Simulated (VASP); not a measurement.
# TiO2 (Rutile) (P4_2/mnm) in VASP: relaxation of cell and atoms with PBE+U

Aim: the relaxation of cell and atoms of TiO2 (Rutile) with PBE+U.

Program: VASP 6.6.1. These are calculated values, not measurements. Logs are shortened: lines on timing, memory, paths and dates and some standing lists are left out, and cuts for length are marked.

## 1. The cell of the first run

It takes space group P4_2/mnm (No. 136, tetragonal). The conventional cell has a = 4.640 Å, b = 4.640 Å, c = 3.007 Å, α = 90.00°, β = 90.00°, γ = 90.00°. Within 2.6 Å of Ti (site symmetry mmm) lie 6 O at 1.97 to 2.01 Å. O (site symmetry m2m) has 3 Ti at 1.97 to 2.01 Å and 1 O at 2.55 Å within 2.6 Å.

## 2. Relaxation of cell and atoms, PBE+U

Input file INCAR:

```
SYSTEM = TiO2
  PREC = Accurate
  ENCUT = 600
  EDIFF = 1E-6
  ISMEAR = 0
  SIGMA = 0.02
  LREAL = .False.
  LASPH = .True.
  NELM = 150
  ALGO = Normal
  ISIF = 3
  LWAVE = .False.
  LCHARG = .False.
  LMAXMIX = 4
  LDAU = .True.
  LDAUTYPE = 2
  LDAUL = 2 -1
  LDAUU = 4 0
  LDAUJ = 0 0
  LDAUPRINT = 1
  GGA = PE
  IBRION = 2
  NSW = 100
  EDIFFG = -0.005
```

Input file KPOINTS:

```
Automatic mesh
0
Gamma
  6 6 10
  0 0 0
```

Input file POSCAR:

```
TiO2
1.0
    4.6399447466      0.0000000000      0.0000000000
    0.0000000000      4.6399447466      0.0000000000
    0.0000000000      0.0000000000      3.0067234790
Ti O
2 4
Direct
    0.0000000000      0.0000000000      0.0000000000
    0.5000000000      0.5000000000      0.5000000000
    0.3056748343      0.3056748343      0.0000000000
    0.1943251657      0.8056748343      0.5000000000
    0.6943251657      0.6943251657      0.0000000000
    0.8056748343      0.1943251657      0.5000000000
```

Potentials or basis: VASP PAW PBE potentials, release 64 (Ti_sv, O).

Launch:

```console
$ cat potpaw_PBE.64/Ti_sv/POTCAR potpaw_PBE.64/O/POTCAR > POTCAR
$ mpirun -np 1 vasp_std > vasp.out
```

OUTCAR:

```text
SYSTEM = TiO2
   PREC = Accurate
   ENCUT = 600
   EDIFF = 1E-6
   ISMEAR = 0
   LREAL = .False.
   LASPH = .True.
   NELM = 150
   ISIF = 3
   GGA = PE
   IBRION = 2
   NSW = 100
   EDIFFG = -0.005

 ion  position               nearest neighbor table
   1  0.000  0.000  0.000-   4 1.97   6 1.97   4 1.97   6 1.97   5 2.01   3 2.01
   2  0.500  0.500  0.500-   3 1.97   5 1.97   3 1.97   5 1.97   4 2.01   6 2.01
   3  0.306  0.306  0.000-   2 1.97   2 1.97   1 2.01
   4  0.194  0.806  0.500-   1 1.97   1 1.97   2 2.01
   5  0.694  0.694  0.000-   2 1.97   2 1.97   1 2.01
   6  0.806  0.194  0.500-   1 1.97   1 1.97   2 2.01

  LATTYP: Found a simple tetragonal cell.
 ALAT       =     4.6399447466
 C/A-ratio  =     0.6480084663

  Lattice vectors:

 A1 = (   4.6399447466,   0.0000000000,   0.0000000000)
 A2 = (   0.0000000000,   4.6399447466,   0.0000000000)
 A3 = (   0.0000000000,   0.0000000000,   3.0067234790)

Analysis of symmetry for initial positions (statically):
=====================================================================
 Subroutine PRICEL returns:
 Original cell was already a primitive cell.

 Routine SETGRP: Setting up the symmetry group for a
 simple tetragonal supercell.

 Subroutine GETGRP returns: Found 16 space group operations
 (whereof  8 operations were pure point group operations)
 out of a pool of 16 trial point group operations.

The static configuration has the point symmetry D_2h.
 The point group associated with its full space group is D_4h.

Analysis of symmetry for dynamics (positions and initial velocities):
=====================================================================
 Subroutine PRICEL returns:
 Original cell was already a primitive cell.

 Routine SETGRP: Setting up the symmetry group for a
 simple tetragonal supercell.

 Subroutine GETGRP returns: Found 16 space group operations
 (whereof  8 operations were pure point group operations)
 out of a pool of 16 trial point group operations.

The dynamic configuration has the point symmetry D_2h.
 The point group associated with its full space group is D_4h.

 Subroutine INISYM returns: Found 16 space group operations
 (whereof  8 operations are pure point group operations),
 and found     1 'primitive' translations

----------------------------------------------------------------------------------------

                                     Primitive cell

  volume of cell :      64.7320

  direct lattice vectors                    reciprocal lattice vectors
     4.639944747  0.000000000  0.000000000     0.215519808  0.000000000  0.000000000
     0.000000000  4.639944747  0.000000000     0.000000000  0.215519808  0.000000000
     0.000000000  0.000000000  3.006723479     0.000000000  0.000000000  0.332587951

  length of vectors
     4.639944747  4.639944747  3.006723479     0.215519808  0.215519808  0.332587951

  position of ions in fractional coordinates (direct lattice)
     0.000000000  0.000000000  0.000000000
     0.500000000  0.500000000  0.500000000
     0.305674834  0.305674834  0.000000000
     0.194325166  0.805674834  0.500000000
     0.694325166  0.694325166  0.000000000
     0.805674834  0.194325166  0.500000000

  ion indices of the primitive-cell ions
   primitive index   ion index
                 1           1
                 2           2
                 3           3
                 4           4
                 5           5
[... 121 lines left out ...]
 Free energy of the ion-electron system (eV)
  ---------------------------------------------------
  ext. energy  EPLUGINS =         0.00000000
  ---------------------------------------------------
  free energy    TOTEN  =       -48.45587779 eV

  energy without entropy =      -48.45587779  energy(sigma->0) =      -48.45587779

------------------------ aborting loop because EDIFF is reached ----------------------------------------

  FORCE on cell =-STRESS in cart. coord.  units (eV):
  Direction    XX          YY          ZZ          XY          YZ          ZX
  --------------------------------------------------------------------------------------
  -------------------------------------------------------------------------------------
  Total        1.4421196      1.4421196      1.6926999      0.0000000      0.0000000      0.0000000
  in kB       35.6937986     35.6937986     41.8958914      0.0000000      0.0000000      0.0000000
  external PRESSURE =      37.7611628 kB  Pullay stress =       0.0000000 kB
[... 301 lines left out ...]
  FREE ENERGIE OF THE ION-ELECTRON SYSTEM (eV)
  ---------------------------------------------------
  free  energy   TOTEN  =       -48.4690331916 eV

  energy  without entropy=      -48.4690331916  energy(sigma->0) =      -48.46903319

atom =   1  type =  1  l = 2

 onsite density matrix

spin component  1

  0.1878  0.0000 -0.0742  0.0000 -0.0000
  0.0000  0.1796  0.0000 -0.0839  0.0000
 -0.0742  0.0000  0.1246  0.0000 -0.0000
  0.0000 -0.0839  0.0000  0.1796  0.0000
 -0.0000  0.0000 -0.0000  0.0000  0.0980

spin component  2

  0.1878  0.0000 -0.0742  0.0000 -0.0000
  0.0000  0.1796  0.0000 -0.0839  0.0000
 -0.0742  0.0000  0.1246  0.0000 -0.0000
  0.0000 -0.0839  0.0000  0.1796  0.0000
 -0.0000  0.0000 -0.0000  0.0000  0.0980

 occupancies and eigenvectors

  o =  0.0755  v = -0.5514  0.0000 -0.8342  0.0000 -0.0000  0.0000  0.0000  0.0000  0.0000  0.0000      0.0000  0.0000  0.0000  0.0000  0.0000  0.0000  0.0000  0.0000  0.0000  0.0000
  o =  0.0755  v =  0.0000  0.0000  0.0000  0.0000  0.0000 -0.5514  0.0000 -0.8342  0.0000 -0.0000      0.0000  0.0000  0.0000  0.0000  0.0000  0.0000  0.0000  0.0000  0.0000  0.0000
  o =  0.0957  v =  0.0000  0.7071  0.0000  0.7071 -0.0000  0.0000  0.0000  0.0000  0.0000  0.0000      0.0000  0.0000  0.0000  0.0000  0.0000  0.0000  0.0000  0.0000  0.0000  0.0000
  o =  0.0957  v =  0.0000  0.0000  0.0000  0.0000  0.0000  0.0000  0.7071  0.0000  0.7071 -0.0000      0.0000  0.0000  0.0000  0.0000  0.0000  0.0000  0.0000  0.0000  0.0000  0.0000
  o =  0.0980  v =  0.0000  0.0000  0.0000  0.0000  0.0000 -0.0000  0.0000 -0.0000  0.0000  1.0000      0.0000  0.0000  0.0000  0.0000  0.0000  0.0000  0.0000  0.0000  0.0000  0.0000
  o =  0.0980  v = -0.0000  0.0000 -0.0000  0.0000  1.0000  0.0000  0.0000  0.0000  0.0000  0.0000      0.0000  0.0000  0.0000  0.0000  0.0000  0.0000  0.0000  0.0000  0.0000  0.0000
  o =  0.2368  v = -0.8342  0.0000  0.5514  0.0000 -0.0000  0.0000  0.0000  0.0000  0.0000  0.0000      0.0000  0.0000  0.0000  0.0000  0.0000  0.0000  0.0000  0.0000  0.0000  0.0000
  o =  0.2368  v =  0.0000  0.0000  0.0000  0.0000  0.0000 -0.8342  0.0000  0.5514  0.0000 -0.0000      0.0000  0.0000  0.0000  0.0000  0.0000  0.0000  0.0000  0.0000  0.0000  0.0000
  o =  0.2634  v = -0.0000 -0.7071  0.0000  0.7071 -0.0000  0.0000  0.0000  0.0000  0.0000  0.0000      0.0000  0.0000  0.0000  0.0000  0.0000  0.0000  0.0000  0.0000  0.0000  0.0000
  o =  0.2634  v =  0.0000  0.0000  0.0000  0.0000  0.0000 -0.0000 -0.7071  0.0000  0.7071 -0.0000      0.0000  0.0000  0.0000  0.0000  0.0000  0.0000  0.0000  0.0000  0.0000  0.0000

atom =   2  type =  1  l = 2

 onsite density matrix

spin component  1

  0.1878  0.0000  0.0742  0.0000 -0.0000
  0.0000  0.1796  0.0000  0.0839  0.0000
  0.0742  0.0000  0.1246  0.0000  0.0000
  0.0000  0.0839  0.0000  0.1796  0.0000
 -0.0000  0.0000  0.0000  0.0000  0.0980

spin component  2

  0.1878  0.0000  0.0742  0.0000 -0.0000
  0.0000  0.1796  0.0000  0.0839  0.0000
  0.0742  0.0000  0.1246  0.0000  0.0000
  0.0000  0.0839  0.0000  0.1796  0.0000
 -0.0000  0.0000  0.0000  0.0000  0.0980

 occupancies and eigenvectors

  o =  0.0755  v = -0.5514  0.0000  0.8342  0.0000 -0.0000  0.0000  0.0000  0.0000  0.0000  0.0000      0.0000  0.0000  0.0000  0.0000  0.0000  0.0000  0.0000  0.0000  0.0000  0.0000
  o =  0.0755  v =  0.0000  0.0000  0.0000  0.0000  0.0000 -0.5514  0.0000  0.8342  0.0000 -0.0000      0.0000  0.0000  0.0000  0.0000  0.0000  0.0000  0.0000  0.0000  0.0000  0.0000
  o =  0.0957  v =  0.0000  0.7071  0.0000 -0.7071 -0.0000  0.0000  0.0000  0.0000  0.0000  0.0000      0.0000  0.0000  0.0000  0.0000  0.0000  0.0000  0.0000  0.0000  0.0000  0.0000
  o =  0.0957  v =  0.0000  0.0000  0.0000  0.0000  0.0000  0.0000  0.7071  0.0000 -0.7071 -0.0000      0.0000  0.0000  0.0000  0.0000  0.0000  0.0000  0.0000  0.0000  0.0000  0.0000
  o =  0.0980  v =  0.0000  0.0000  0.0000  0.0000  1.0000  0.0000  0.0000  0.0000  0.0000  0.0000      0.0000  0.0000  0.0000  0.0000  0.0000  0.0000  0.0000  0.0000  0.0000  0.0000
  o =  0.0980  v =  0.0000  0.0000  0.0000  0.0000  0.0000  0.0000  0.0000  0.0000  0.0000  1.0000      0.0000  0.0000  0.0000  0.0000  0.0000  0.0000  0.0000  0.0000  0.0000  0.0000
  o =  0.2368  v = -0.8342  0.0000 -0.5514  0.0000  0.0000  0.0000  0.0000  0.0000  0.0000  0.0000      0.0000  0.0000  0.0000  0.0000  0.0000  0.0000  0.0000  0.0000  0.0000  0.0000
  o =  0.2368  v =  0.0000  0.0000  0.0000  0.0000  0.0000 -0.8342  0.0000 -0.5514  0.0000  0.0000      0.0000  0.0000  0.0000  0.0000  0.0000  0.0000  0.0000  0.0000  0.0000  0.0000
  o =  0.2634  v =  0.0000  0.0000  0.0000  0.0000  0.0000  0.0000 -0.7071  0.0000 -0.7071  0.0000      0.0000  0.0000  0.0000  0.0000  0.0000  0.0000  0.0000  0.0000  0.0000  0.0000
  o =  0.2634  v =  0.0000 -0.7071  0.0000 -0.7071  0.0000  0.0000  0.0000  0.0000  0.0000  0.0000      0.0000  0.0000  0.0000  0.0000  0.0000  0.0000  0.0000  0.0000  0.0000  0.0000

--------------------------------------- Ionic step        9  -------------------------------------------

 number of electron      47.9999995 magnetization

 Free energy of the ion-electron system (eV)
  ---------------------------------------------------
  ext. energy  EPLUGINS =         0.00000000
  ---------------------------------------------------
  free energy    TOTEN  =       -48.46903747 eV

  energy without entropy =      -48.46903747  energy(sigma->0) =      -48.46903747

 E-fermi :   4.8592     XC(G=0): -11.1527

 val. band max:        4.6422272002   @ k =   0.0000   0.0000   0.0000
 cond. band min:       6.8877468239   @ k =   0.5000   0.5000   0.0000
 fundamental gap:      2.2455196237
 Fermi energy:         4.8591954432

 k-point     1 :       0.0000    0.0000    0.0000
  band No.  band energies     occupation
      1     -53.5470      2.00000
      2     -53.5349      2.00000
      3     -29.7547      2.00000
      4     -29.7547      2.00000
      5     -29.6346      2.00000
      6     -29.6346      2.00000
[... 733 lines left out ...]
     27       7.9993      0.00000
     28       7.9993      0.00000

 [... further k-points ...]

------------------------ aborting loop because EDIFF is reached ----------------------------------------

  FORCE on cell =-STRESS in cart. coord.  units (eV):
  Direction    XX          YY          ZZ          XY          YZ          ZX
  --------------------------------------------------------------------------------------
  -------------------------------------------------------------------------------------
  Total        0.0199752      0.0199752      0.0157918     -0.0000000      0.0000000      0.0000000
  in kB        0.4866557      0.4866557      0.3847342     -0.0000000      0.0000000      0.0000000
  external PRESSURE =       0.4526818 kB  Pullay stress =       0.0000000 kB
[... 21 lines left out ...]
  FREE ENERGIE OF THE ION-ELECTRON SYSTEM (eV)
  ---------------------------------------------------
  free  energy   TOTEN  =       -48.4690374697 eV

  energy  without entropy=      -48.4690374697  energy(sigma->0) =      -48.46903747

 reached required accuracy - stopping structural energy minimisation
```

Run time: 4 min. Hardware: 1 thread of Intel Xeon 6975P-C (Granite Rapids), shared host; peak memory 0.26 GiB.

What came out:

```
Free energy                            : -48.4690 eV
Relaxed volume                         : 10.96 Å³/atom
Relaxed cell                           : a = 4.667 Å, b = 4.667 Å, c = 3.019 Å, α = 90.00°, β = 90.00°, γ = 90.00°
Space group after relaxing (to 0.05 Å) : P4_2/mnm (No. 136)
Energy gained by relaxing              : 2.2 meV/atom
Ionic steps                            : 9
Pressure after relaxing                : 0.0 GPa
Band gap on the k mesh                 : 2.25 eV, indirect (least direct gap 2.25 eV)
```

The path:
```tsv
step	energy change (eV)	largest force (eV/Å)	pressure (GPa)	volume (Å³)
1	0.0000	0.1497	3.78	64.73
2	0.0088	0.1539	-4.57	67.14
3	-0.0129	0.0098	-0.01	65.76
4	-0.0129	0.0124	0.03	65.74
5	-0.0131	0.0026	0.07	65.76
6	-0.0132	0.0005	0.07	65.76
7	-0.0132	0.0002	0.06	65.76
8	-0.0132	0.0009	0.08	65.76
9	-0.0132	0.0003	0.05	65.76
```

Final structure:
```
Ti O
1.0
     4.66697    0.00000    0.00000
     0.00000    4.66697    0.00000
     0.00000    0.00000    3.01934
Ti O
2 4
Direct
  0.00000 0.00000 0.00000
  0.50000 0.50000 0.50000
  0.30510 0.30510 0.00000
  0.19490 0.80510 0.50000
  0.69490 0.69490 0.00000
  0.80510 0.19490 0.50000
```

Eigenvalues of the final occupation matrices:
```
    site  spin  trace               eigenvalues
site 1 d     1   0.77  0.08 0.10 0.10 0.24 0.26
site 1 d     2   0.77  0.08 0.10 0.10 0.24 0.26
site 2 d     1   0.77  0.08 0.10 0.10 0.24 0.26
site 2 d     2   0.77  0.08 0.10 0.10 0.24 0.26
```
